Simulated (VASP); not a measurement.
## SnO2: relaxation of cell and atoms with RPBE

Crystal: SnO2.

```
Sn O
1.0
     0.00000    2.57415    2.57415
     2.57415    0.00000    2.57415
     2.57415    2.57415    0.00000
Sn O
1 2
Direct
  0.00000 0.00000 0.00000
  0.75000 0.75000 0.75000
  0.25000 0.25000 0.25000
```

| Item | Value |
| --- | --- |
| Program | VASP 6.6.1 |
| Task | relaxation of cell and atoms |
| Functional | RPBE |
| Potentials or basis | VASP PAW PBE potentials, release 64 (Sn_d, O) |
| Cutoff | 600 eV |
| k mesh | 9 × 9 × 9 |
| Occupations | fermi-dirac, width 0.05 eV |
| Spin | no spin polarisation |
| Dipole correction | no |
| Further INCAR settings | ALGO = Normal; EDIFF = 1e-06; IBRION = 2; EDIFFG = -0.01; NSW = 60; ISIF = 3 |

```
Relaxed volume                        : 11.62 Å³/atom
Relaxed cell                          : a = 3.667 Å, b = 3.667 Å, c = 3.667 Å, α = 60.00°, β = 60.00°, γ = 60.00°
Space group after relaxing (to 0.1 Å) : Fm-3m (No. 225)
Energy gained by relaxing             : 3.1 meV/atom
Ionic steps                           : 3
Pressure after relaxing               : 0.0 GPa
Band gap on the k mesh                : zero (bands 13 and 14 overlap by 0.24 eV)
```

The path:
```csv
step,energy change (eV),largest force (eV/Å),pressure (GPa),volume (Å³)
1,0.0000,0.0000,4.07,34.11
2,-0.0023,0.0000,-3.20,35.56
3,-0.0093,0.0000,0.00,34.87
```

Final structure:
```
Sn O
1.0
     0.00000    2.59311    2.59311
     2.59311    0.00000    2.59311
     2.59311    2.59311    0.00000
Sn O
1 2
Direct
  0.00000 0.00000 0.00000
  0.75000 0.75000 0.75000
  0.25000 0.25000 0.25000
```

Levels at points of the mesh, in eV from the Fermi level:
| k point | band 9 | band 10 | band 11 | band 12 | band 13 | band 14 | band 15 | band 16 | band 17 |
| --- | --- | --- | --- | --- | --- | --- | --- | --- | --- |
| (0.00, 0.00, 0.00) | -2.86 | -2.86 | -1.40 | -1.40 | -1.40 | -0.45 | 6.88 | 6.88 | 6.88 |

Wall time 100 s on 1 thread of Intel Xeon 8259CL, on a shared host, peak memory 0.19 GiB.

Caveat: semilocal functionals underestimate gaps, so a narrow gap can read as zero; the PAW data sets were made with another functional, which shifts forces and pressure a little; spin-orbit coupling is left out, which moves the levels of the heavy elements.
